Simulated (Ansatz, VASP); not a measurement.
**Two plane-wave programs on SnPbO2**

```xyz
4
Lattice="3.8683 0.0000 0.0000 0.0000 3.8683 0.0000 0.0000 0.0000 4.8975" Properties=species:S:1:pos:R:3 pbc="T T T"
Sn    0.0000    0.0000    1.1009
Pb    1.9341    1.9341    3.6521
O     1.9341    0.0000    0.0723
O     0.0000    1.9341    0.0723
```

Alike in both runs: task single point; functional PBE; k mesh 6 × 6 × 6; occupations fermi-dirac, width 0.02 eV; no spin polarisation.

```csv
,VASP,Ansatz
version,VASP 6.6.1,Ansatz 0.2.0
potentials or method,"VASP PAW PBE potentials, release 64 (Sn_d, Pb_d, O)","plane waves, PAW"
plane-wave cutoff (eV),520,420
valence electrons in the cell,40,40
```

|  | VASP | Ansatz | Ansatz less VASP |
| --- | --- | --- | --- |
| pressure (GPa) | 5.1 | 4.9 | -0.16 |
| traceless stress, the component that is largest in VASP (GPa) | -0.75 | -0.75 | +0.003 |
| rms of the force components (eV/Å) | 0.202 | 0.175 | -0.0270 |

Atom by atom the forces differ by 0.027 eV/Å (rms over components).

Spin-orbit coupling is off throughout.
